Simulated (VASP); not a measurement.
# Ni (Fm-3m) in VASP: further runs, part 2 of 2

VASP 6.6.1. Earlier steps stand in the parts before.

### 4 Single point, LDA, collinear spin, ferromagnetic start

INCAR reads:

```
SYSTEM = Ni
PREC     = Accurate       ! precision mode
ENCUT    = 520            ! plane-wave cutoff, eV
EDIFF    = 1E-6           ! SCF threshold, eV
ISMEAR   = -1             ! smearing method
SIGMA    = 0.1            ! smearing width, eV
LREAL    = .FALSE.        ! projectors in reciprocal space
LASPH    = .TRUE.         ! aspherical terms in the spheres
NELM     = 150            ! most SCF steps
ALGO     = Normal         ! electronic algorithm
ISIF     = 2              ! what is computed and relaxed
LWAVE    = .FALSE.        ! write WAVECAR
LCHARG   = .FALSE.        ! write CHGCAR
ISPIN    = 2              ! spin polarisation
MAGMOM   = 0.47           ! initial moments
LORBIT   = 11             ! projections on sites
NUPDOWN  = 0.47           ! fixed moment
LMAXMIX  = 4              ! l up to which the mixer works
NBANDS   = 15             ! bands
```

KPOINTS reads:

```
regular mesh
0
G
  15 15 15
  0 0 0
```

POSCAR reads:

```
Ni
1.0
    0.0000000000      1.7672600000      1.7672600000
    1.7672600000      0.0000000000      1.7672600000
    1.7672600000      1.7672600000      0.0000000000
Ni
1
Direct
    0.0000000000      0.0000000000      0.0000000000
```

Potentials or basis: VASP PAW LDA potentials, release 64 (Ni).

The run is started by

```
$ cat potpaw_LDA.64/Ni/POTCAR > POTCAR
$ mpirun -np 1 vasp_std > vasp.out
```

OUTCAR:

```text
SYSTEM = Ni
   PREC = Accurate
   ENCUT = 520
   EDIFF = 1E-6
   ISMEAR = -1
   LREAL = .FALSE.
   LASPH = .TRUE.
   NELM = 150
   ISIF = 2
   ISPIN = 2
   LORBIT = 11
   NUPDOWN = 0.47

 ion  position               nearest neighbor table
   1  0.000  0.000  0.000-

  LATTYP: Found a face centered cubic cell.
 ALAT       =     3.5345200000

  Lattice vectors:

 A1 = (   0.0000000000,   1.7672600000,   1.7672600000)
 A2 = (   1.7672600000,   0.0000000000,   1.7672600000)
 A3 = (   1.7672600000,   1.7672600000,   0.0000000000)

Analysis of symmetry for initial positions (statically):
=====================================================================
 Subroutine PRICEL returns:
 Original cell was already a primitive cell.

 Routine SETGRP: Setting up the symmetry group for a
 face centered cubic supercell.

 Subroutine GETGRP returns: Found 48 space group operations
 (whereof 48 operations were pure point group operations)
 out of a pool of 48 trial point group operations.

The static configuration has the point symmetry O_h .

Analysis of symmetry for dynamics (positions and initial velocities):
=====================================================================
 Subroutine PRICEL returns:
 Original cell was already a primitive cell.

 Routine SETGRP: Setting up the symmetry group for a
 face centered cubic supercell.

 Subroutine GETGRP returns: Found 48 space group operations
 (whereof 48 operations were pure point group operations)
 out of a pool of 48 trial point group operations.

The dynamic configuration has the point symmetry O_h .

Analysis of structural, dynamic, and magnetic symmetry:
=====================================================================
 Subroutine PRICEL returns:
 Original cell was already a primitive cell.

 Routine SETGRP: Setting up the symmetry group for a
 face centered cubic supercell.

 Subroutine GETGRP returns: Found 48 space group operations
[... 159 lines left out ...]
      1      -0.0559      1.00000
      2       6.5910      1.00000
      3       6.5910      1.00000
      4       6.5910      1.00000
      5       7.7088      0.99995
      6       7.7088      0.99995
      7      32.4841      0.00000
      8      36.1243      0.00000
      9      36.1243      0.00000
     10      36.1243      0.00000
     11      39.0595      0.00000
     12      39.0595      0.00000
     13      39.0595      0.00000
     14      42.2567      0.00000
[... 403 lines left out ...]
      4       6.9683      1.00000
      5       7.3701      1.00000
      6       7.8833      0.99970
      7      28.3664      0.00000
      8      30.8389      0.00000
      9      31.4386      0.00000
     10      33.6689      0.00000
     11      37.7464      0.00000
     12      42.4526      0.00000
     13      44.1733      0.00000
     14      44.7740      0.00000
     15      49.3062      0.00000

 [... further k-points ...]

 spin component 2

 k-point     1 :       0.0000    0.0000    0.0000
  band No.  band energies     occupation
      1      -0.0299      1.00000
      2       7.0715      1.00000
      3       7.0715      1.00000
      4       7.0715      1.00000
      5       8.1557      0.99826
      6       8.1557      0.99826
      7      32.4611      0.00000
      8      36.1592      0.00000
      9      36.1592      0.00000
     10      36.1592      0.00000
     11      39.1804      0.00000
     12      39.1804      0.00000
     13      39.1804      0.00000
     14      42.2293      0.00000
[... 403 lines left out ...]
      4       7.4552      1.00000
      5       7.8072      0.99995
      6       8.3371      0.98944
      7      28.4635      0.00000
      8      30.9335      0.00000
      9      31.4835      0.00000
     10      33.7084      0.00000
     11      37.8902      0.00000
     12      42.4999      0.00000
     13      44.1907      0.00000
     14      44.8000      0.00000
     15      49.4353      0.00000

 [... further k-points ...]

------------------------ aborting loop because EDIFF is reached ----------------------------------------

  FORCE on cell =-STRESS in cart. coord.  units (eV):
  Direction    XX          YY          ZZ          XY          YZ          ZX
  --------------------------------------------------------------------------------------
  -------------------------------------------------------------------------------------
  Total       -1.3169638     -1.3169638     -1.3169638      0.0000000      0.0000000      0.0000000
  in kB     -191.1406654   -191.1406654   -191.1406654      0.0000000      0.0000000      0.0000000
  external PRESSURE =    -191.1406654 kB  Pullay stress =       0.0000000 kB

 VOLUME and BASIS-vectors are now :
 -----------------------------------------------------------------------------
  energy-cutoff  :      520.00
  volume of cell :       11.04
      direct lattice vectors                 reciprocal lattice vectors
     0.000000000  1.767260000  1.767260000    -0.282923848  0.282923848  0.282923848
     1.767260000  0.000000000  1.767260000     0.282923848 -0.282923848  0.282923848
     1.767260000  1.767260000  0.000000000     0.282923848  0.282923848 -0.282923848

 POSITION                                       TOTAL-FORCE (eV/Angst)
 -----------------------------------------------------------------------------------
      0.00000      0.00000      0.00000        -0.000000     -0.000000     -0.000000
 -----------------------------------------------------------------------------------
    total drift:                               -0.000000     -0.000000     -0.000000

  FREE ENERGIE OF THE ION-ELECTRON SYSTEM (eV)
  ---------------------------------------------------
  free  energy   TOTEN  =        -6.5388302484 eV

  energy  without entropy=       -6.4707667451  energy(sigma->0) =       -6.50479850

 total charge

# of ion       s       p       d       tot
------------------------------------------
    1        0.492   0.481   8.324   9.296

 magnetization (x)

# of ion       s       p       d       tot
------------------------------------------
    1       -0.005  -0.016   0.497   0.476
```

OSZICAR:

```text
N       E                     dE             d eps       ncg     rms          rms(c)
DAV:   1     0.324217470659E+02    0.32422E+02   -0.41990E+03  7651   0.852E+02
DAV:   2    -0.618300865535E+01   -0.38605E+02   -0.35773E+02  8138   0.162E+02
DAV:   3    -0.765090135185E+01   -0.14679E+01   -0.14506E+01  8817   0.313E+01
DAV:   4    -0.765984482152E+01   -0.89435E-02   -0.89416E-02  8804   0.232E+00
DAV:   5    -0.765995659471E+01   -0.11177E-03   -0.11177E-03  9092   0.234E-01    0.996E+00
DAV:   6    -0.696776927495E+01    0.69219E+00   -0.15367E+01 10364   0.430E+01    0.630E+00
DAV:   7    -0.655831302271E+01    0.40946E+00   -0.28871E+00  9638   0.168E+01    0.170E+00
DAV:   8    -0.654196426335E+01    0.16349E-01   -0.25025E-02  8729   0.988E-01    0.763E-01
DAV:   9    -0.653957483888E+01    0.23894E-02   -0.13588E-03 11896   0.203E-01    0.241E-01
DAV:  10    -0.653882947012E+01    0.74537E-03   -0.81694E-04 12389   0.141E-01    0.415E-02
DAV:  11    -0.653882974668E+01   -0.27655E-06   -0.13294E-05  8864   0.279E-02    0.123E-02
DAV:  12    -0.653883024842E+01   -0.50174E-06   -0.83969E-07  7277   0.572E-03
   1 F= -.65388302E+01 E0= -.65047985E+01  d E =-.680635E-01  mag=     0.4700
```

stdout:

```text
POSCAR found type information on POSCAR Ni
 POSCAR found :  1 types and       1 ions
 scaLAPACK will be used
 LDA part: xc-table for (Slater(with rela. corr.)+CA(PZ))
 , standard interpolation
 POSCAR, INCAR and KPOINTS ok, starting setup
 FFT: planning ... GRIDC
 FFT: planning ... GRID_SOFT
 FFT: planning ... GRID
 WAVECAR not read
 entering main loop
```

Wall time 72 s (1 thread of AMD EPYC 7R13, shared host); peak memory 0.11 GiB.

Results:

```
Free energy                                           : -6.5388 eV
Pressure                                              : -19.1 GPa
Net moment                                            : 0.47 μB per cell
Site moments                                          : Ni +0.48 μB
Valence electrons inside the program's atomic spheres : Ni 9.30
```

Caveat: the cell stands under tension; the total moment is fixed, so each spin has its own Fermi level.

### 5 Single point, LDA, collinear spin, ferromagnetic start

INCAR reads:

```
PREC = Accurate ; ENCUT = 520
EDIFF = 1E-6 ; ISMEAR = -1
SIGMA = 0.1 ; LREAL = F
LASPH = T ; NELM = 150
ALGO = Normal ; ISIF = 2
LWAVE = F ; LCHARG = F
ISPIN = 2 ; MAGMOM = 0.94
LORBIT = 11 ; NUPDOWN = 0.94
LMAXMIX = 4 ; NBANDS = 15
```

KPOINTS reads:

```
Automatic mesh
0
Gamma
  15 15 15
```

POSCAR is that of step 4.

The run is started by

```
$ cat potpaw_LDA.64/Ni/POTCAR > POTCAR
$ mpirun -np 1 vasp_std > vasp.out
```

Wall time 76 s (1 thread of AMD EPYC 7R13, shared host); peak memory 0.11 GiB.

It converged, with:

```
Free energy                                           : -6.4637 eV
Pressure                                              : -16.1 GPa
Net moment                                            : 0.94 μB per cell
Site moments                                          : Ni +0.93 μB
Valence electrons inside the program's atomic spheres : Ni 9.29
```

Caveat: the cell stands under tension; the total moment is fixed, so each spin has its own Fermi level.

### 6 The runs side by side

| spin | fixed moment (μB) | pressure (GPa) | moment (μB) |
| --- | --- | --- | --- |
| collinear, zero start | 0.0 | -19.6 | 0.00 |
| collinear, ferromagnetic start | - | -18.8 | 0.59 |
| collinear, ferromagnetic start | 0.47 | -19.1 | 0.47 |
| collinear, ferromagnetic start | 0.94 | -16.1 | 0.94 |

Alike in all rows: task single point; level LDA; potentials or basis VASP PAW LDA potentials, release 64 (Ni); cell as given; k mesh 15 × 15 × 15; cutoff (eV) 520; smearing fermi-dirac 0.1 eV.

Caveats: the cell stands under tension; the total moment is fixed, so each spin has its own Fermi level (at least some runs).

Absolute energies hang on the potentials; compare differences alone.
